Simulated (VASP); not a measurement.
# SnO in VASP: further runs, part 2 of 2

VASP 6.6.1. Earlier steps stand in the parts before.

**3. Single point, PBE+D3(BJ) (biaxial strain -0.020, then relaxed in part)**

INCAR

```
SYSTEM = SnO
PREC = Accurate ; ENCUT = 520
EDIFF = 1E-6 ; ISMEAR = 0
SIGMA = 0.02 ; LREAL = .FALSE.
LASPH = .TRUE. ; NELM = 60
ALGO = Normal ; ISIF = 2
LWAVE = .FALSE. ; LCHARG = .TRUE.
LDIPOL = .TRUE. ; IDIPOL = 3
DIPOL = 0.5 0.5 0.500 ; GGA = PE
IVDW = 12 ; LELF = .TRUE.
LVHAR = .TRUE. ; LVACPOTAV = .TRUE.
NBANDS = 28
```

KPOINTS

```
Automatic mesh
0
G
  6 6 1
  0 0 0
```

POSCAR

```
SnO
1.0
    3.7441479531     -0.0000141770      0.0000000000
    0.0000141770      3.7441479531      0.0000000000
    0.0000000000      0.0000000000     30.6349243850
Sn O
2 2
Direct
    0.7500000000      0.2500000000      0.4606422316
    0.2500000000      0.7500000000      0.5393577684
    0.2500000000      0.2500000000      0.5000000000
    0.7500000000      0.7500000000      0.5000000000
```

Potentials or basis: VASP PAW PBE potentials, release 64 (Sn_d, O).

Started as:

```
$ cat potpaw_PBE.64/Sn_d/POTCAR potpaw_PBE.64/O/POTCAR > POTCAR
$ mpirun -np 1 vasp_std > vasp.out
```

OUTCAR:

```text
SYSTEM = SnO
   PREC = Accurate
   ENCUT = 520
   EDIFF = 1E-6
   ISMEAR = 0
   LREAL = .FALSE.
   LASPH = .TRUE.
   NELM = 60
   ISIF = 2
   GGA = PE
   IVDW = 12
 IVDW          = 12

 ion  position               nearest neighbor table
   1  0.750  0.250  0.461-   3 2.23   4 2.23   4 2.23   3 2.23   2 3.58   2 3.58   2 3.58   2 3.58

   2  0.250  0.750  0.539-   3 2.23   4 2.23   3 2.23   4 2.23   1 3.58   1 3.58   1 3.58   1 3.58

[... 505 lines left out ...]
  Direction    XX          YY          ZZ          XY          YZ          ZX
  --------------------------------------------------------------------------------------
  -------------------------------------------------------------------------------------
  Total       1.55222     1.55222     0.16761     0.00000     0.00000     0.00000
  in kB       5.79083     5.79083     0.62530     0.00000     0.00000     0.00000
  external pressure =        4.07 kB  Pullay stress =        0.00 kB

 VOLUME and BASIS-vectors are now :
 -----------------------------------------------------------------------------
  energy-cutoff  :      520.00
  volume of cell :      429.46
      direct lattice vectors                 reciprocal lattice vectors
     3.744147953 -0.000014177  0.000000000     0.267083463 -0.000001011  0.000000000
     0.000014177  3.744147953  0.000000000     0.000001011  0.267083463  0.000000000
     0.000000000  0.000000000 30.634924385     0.000000000  0.000000000  0.032642483

 POSITION                                       TOTAL-FORCE (eV/Angst)
 -----------------------------------------------------------------------------------
      2.80811      0.93603     14.11174        -0.000000     -0.000000     -0.096868
      0.93605      2.80811     16.52318         0.000000     -0.000000      0.096868
      0.93604      0.93603     15.31746        -0.000000      0.000000     -0.000000
      2.80812      2.80810     15.31746         0.000000      0.000000     -0.000000
 -----------------------------------------------------------------------------------
    total drift:                                0.000000      0.000000      0.000000

  FREE ENERGIE OF THE ION-ELECTRON SYSTEM (eV)
  ---------------------------------------------------
  free  energy   TOTEN  =       -23.0958170797 eV

  energy  without entropy=      -23.0958170797  energy(sigma->0) =      -23.09581708

 vacuum level on the upper side and lower side of the slab         1.868         1.868
```

stdout:

```text
POSCAR found type information on POSCAR SnO
 POSCAR found :  2 types and       4 ions
 scaLAPACK will be used
 LDA part: xc-table for (Slater+PW92), standard interpolation
 POSCAR, INCAR and KPOINTS ok, starting setup
 FFT: planning ... GRIDC
 FFT: planning ... GRID_SOFT
 FFT: planning ... GRID
 WAVECAR not read
 entering main loop
 -----------------------------------------------------------------------------
|                                                                             |
|           W    W    AA    RRRRR   N    N  II  N    N   GGGG   !!!           |
|           W    W   A  A   R    R  NN   N  II  NN   N  G    G  !!!           |
|           W    W  A    A  R    R  N N  N  II  N N  N  G       !!!           |
|           W WW W  AAAAAA  RRRRR   N  N N  II  N  N N  G  GGG   !            |
|           WW  WW  A    A  R   R   N   NN  II  N   NN  G    G                |
|           W    W  A    A  R    R  N    N  II  N    N   GGGG   !!!           |
|                                                                             |
|     Did not find any points to average over, which means that no vacuum     |
|     field-free region was found. Please increase the size of  your cell     |
|     in the dimension of the dipole correction to obtain accurate            |
|     workfunction values.                                                    |
|                                                                             |
 -----------------------------------------------------------------------------
```

Wall time 6.4 min (1 thread of Intel Xeon 8259CL, shared host); peak memory 0.47 GiB.

What came out:

```yaml
Free_energy: -23.0958 eV
Largest_force: 0.097 eV/Å
Band_gap_on_the_k_mesh: 3.15 eV (least direct gap 3.29 eV)
Dispersion_energy_per_atom: -0.143 eV
```

Forces in eV/Å, atoms in the order of the input:
```
Sn   0.000  0.000 -0.097
Sn   0.000  0.000  0.097
O    0.000  0.000  0.000
O    0.000  0.000  0.000
```

Levels at points of the mesh, in eV from the valence-band top:
```tsv
k point	band 18	band 19	band 20	band 21	band 22	band 23
(0.00, 0.00, 0.00)	-1.50	-1.50	-0.09	3.37	3.54	5.34
(0.50, 0.00, 0.00)	-3.22	-0.50	-0.50	3.19	3.19	6.14
(0.50, 0.50, 0.00)	-0.85	-0.56	-0.56	3.17	3.17	5.29
```

Caveat: the cell differs from its parent crystal (biaxial strain -0.020, then relaxed in part); spin-orbit coupling is left out, which moves the levels of the heavy elements.

**4. Single point, PBE+D3(BJ) (biaxial strain +0.020, then relaxed in part)**

INCAR

```
PREC = Accurate ; ENCUT = 520
EDIFF = 1E-7 ; ISMEAR = 0
SIGMA = 0.02 ; LREAL = F
LASPH = T ; NELM = 60
ALGO = Normal ; ISIF = 2
LWAVE = F ; LCHARG = F
LDIPOL = T ; IDIPOL = 3
DIPOL = 0.5 0.5 0.500 ; GGA = PE
IVDW = 12 ; NBANDS = 28
```

KPOINTS

```
regular mesh
0
Gamma
  6 6 1
```

POSCAR

```
SnO
1.0
    3.8969703185     -0.0000147556      0.0000000000
    0.0000147556      3.8969703185      0.0000000000
    0.0000000000      0.0000000000     30.6349243850
Sn O
2 2
Direct
    0.7500000000      0.2500000000      0.4622489955
    0.2500000000      0.7500000000      0.5377510045
    0.2500000000      0.2500000000      0.5000000000
    0.7500000000      0.7500000000      0.5000000000
```

Potentials or basis: VASP PAW PBE potentials, release 64 (Sn_d, O).

Started as:

```
$ cat potpaw_PBE.64/Sn_d/POTCAR potpaw_PBE.64/O/POTCAR > POTCAR
$ mpirun -np 1 vasp_std > vasp.out
```

OUTCAR:

```text
PREC = Accurate
   ENCUT = 520
   EDIFF = 1E-7
   ISMEAR = 0
   LREAL = F
   LASPH = T
   NELM = 60
   ISIF = 2
   GGA = PE
   IVDW = 12
 IVDW          = 12

 ion  position               nearest neighbor table
   1  0.750  0.250  0.462-   3 2.27   4 2.27   4 2.27   3 2.27   2 3.60   2 3.60   2 3.60   2 3.60

   2  0.250  0.750  0.538-   3 2.27   4 2.27   3 2.27   4 2.27   1 3.60   1 3.60   1 3.60   1 3.60

   3  0.250  0.250  0.500-   1 2.27   2 2.27   2 2.27   1 2.27
   4  0.750  0.750  0.500-   1 2.27   2 2.27   1 2.27   2 2.27

  LATTYP: Found a simple tetragonal cell.
 ALAT       =     3.8969703185
 C/A-ratio  =     7.8612157345

  Lattice vectors:

 A1 = (   3.8969703185,  -0.0000147556,   0.0000000000)
 A2 = (   0.0000147556,   3.8969703185,   0.0000000000)
 A3 = (   0.0000000000,   0.0000000000,  30.6349243850)

Analysis of symmetry for initial positions (statically):
=====================================================================
 Subroutine PRICEL returns:
 Original cell was already a primitive cell.

 Routine SETGRP: Setting up the symmetry group for a
 simple tetragonal supercell.

[... 167 lines left out ...]
 Fermi energy:        -3.4691344337

 k-point     1 :       0.0000    0.0000    0.0000
  band No.  band energies     occupation
      1     -24.1956      2.00000
      2     -23.8557      2.00000
      3     -23.8387      2.00000
      4     -23.8387      2.00000
      5     -23.8207      2.00000
      6     -23.8006      2.00000
[... 299 lines left out ...]
     27       3.5950      0.00000
     28       3.5950      0.00000

------------------------ aborting loop because EDIFF is reached ----------------------------------------

 vacuum level on the upper side and lower side of the slab       (xc-potential included)        -0.006        -0.006

 Edisp (eV)   -0.52804

 E8    (eV) :    -0.2390

  FORCE on cell =-STRESS in cart. coord.  units (eV):
  Direction    XX          YY          ZZ          XY          YZ          ZX
  --------------------------------------------------------------------------------------
  -------------------------------------------------------------------------------------
  Total      -1.18452    -1.18452     0.13129    -0.00000    -0.00000     0.00000
  in kB      -4.07926    -4.07926     0.45215    -0.00000    -0.00000     0.00000
  external pressure =       -2.57 kB  Pullay stress =        0.00 kB

 VOLUME and BASIS-vectors are now :
 -----------------------------------------------------------------------------
  energy-cutoff  :      520.00
  volume of cell :      465.23
      direct lattice vectors                 reciprocal lattice vectors
     3.896970319 -0.000014756  0.000000000     0.256609601 -0.000000972  0.000000000
     0.000014756  3.896970319  0.000000000     0.000000972  0.256609601  0.000000000
     0.000000000  0.000000000 30.634924385     0.000000000  0.000000000  0.032642483

 POSITION                                       TOTAL-FORCE (eV/Angst)
 -----------------------------------------------------------------------------------
      2.92273      0.97423     14.16096         0.000000      0.000000     -0.086343
      0.97425      2.92272     16.47396         0.000000     -0.000000      0.086343
      0.97425      0.97424     15.31746        -0.000000     -0.000000      0.000000
      2.92274      2.92272     15.31746        -0.000000     -0.000000     -0.000000
 -----------------------------------------------------------------------------------
    total drift:                                0.000000      0.000000      0.000000

  FREE ENERGIE OF THE ION-ELECTRON SYSTEM (eV)
  ---------------------------------------------------
  free  energy   TOTEN  =       -23.1026402295 eV

  energy  without entropy=      -23.1026402295  energy(sigma->0) =      -23.10264023

 vacuum level on the upper side and lower side of the slab         1.707         1.707
```

OSZICAR:

```text
N       E                     dE             d eps       ncg     rms          rms(c)
DAV:   1     0.328851570217E+03    0.32885E+03   -0.17781E+04   704   0.115E+03
DAV:   2     0.361756777441E+02   -0.29268E+03   -0.28266E+03   696   0.272E+02
DAV:   3    -0.241006653640E+02   -0.60276E+02   -0.59741E+02   780   0.136E+02
[... 18 lines left out ...]
DAV:  22    -0.225745967472E+02   -0.14012E-05   -0.20338E-08   496   0.775E-04    0.194E-04
DAV:  23    -0.225745978703E+02   -0.11231E-05   -0.19308E-08   500   0.127E-03    0.155E-04
DAV:  24    -0.225745983891E+02   -0.51879E-06   -0.64261E-09   516   0.634E-04    0.113E-04
DAV:  25    -0.225745984992E+02   -0.11009E-06   -0.12774E-09   520   0.415E-04    0.370E-05
DAV:  26    -0.225745985434E+02   -0.44230E-07   -0.20193E-10   460   0.189E-04
   1 F= -.23102640E+02 E0= -.23102640E+02  d E =-.105252E-12
```

Run time: 8.1 min. Hardware: 1 thread of Intel Xeon 8259CL, shared host; peak memory 0.53 GiB.

What came out:

| Property | Result |
| --- | --- |
| Free energy | -23.1026 eV |
| Largest force | 0.086 eV/Å |
| Band gap on the k mesh | 2.81 eV (least direct gap 2.83 eV) |
| Dispersion energy per atom | -0.132 eV |

Forces on the atoms (eV/Å):
```
Sn   0.000  0.000 -0.086
Sn   0.000  0.000  0.086
O    0.000  0.000  0.000
O    0.000  0.000  0.000
```

Caveat: the cell differs from its parent crystal (biaxial strain +0.020, then relaxed in part); spin-orbit coupling is left out, which moves the levels of the heavy elements.

**5. Summary**

```tsv
cell	gap on the mesh (eV)	largest force (eV/Å)
a = 3.668, b = 3.668, c = 30.635 Å, 4 atoms, biaxial strain -0.040, then relaxed in part	3.14	0.10
a = 3.744, b = 3.744, c = 30.635 Å, 4 atoms, biaxial strain -0.020, then relaxed in part	3.15	0.10
a = 3.897, b = 3.897, c = 30.635 Å, 4 atoms, biaxial strain +0.020, then relaxed in part	2.81	0.09
```

Alike in all rows: task single point; level PBE+D3(BJ); potentials or basis VASP PAW PBE potentials, release 64 (Sn_d, O); no spin polarisation; k mesh 6 × 6 × 1; cutoff (eV) 520; smearing gaussian 0.02 eV.

Caveats: spin-orbit coupling is left out, which moves the levels of the heavy elements.

Total energies depend on the potentials used, so only differences within one code and one set of settings carry meaning.
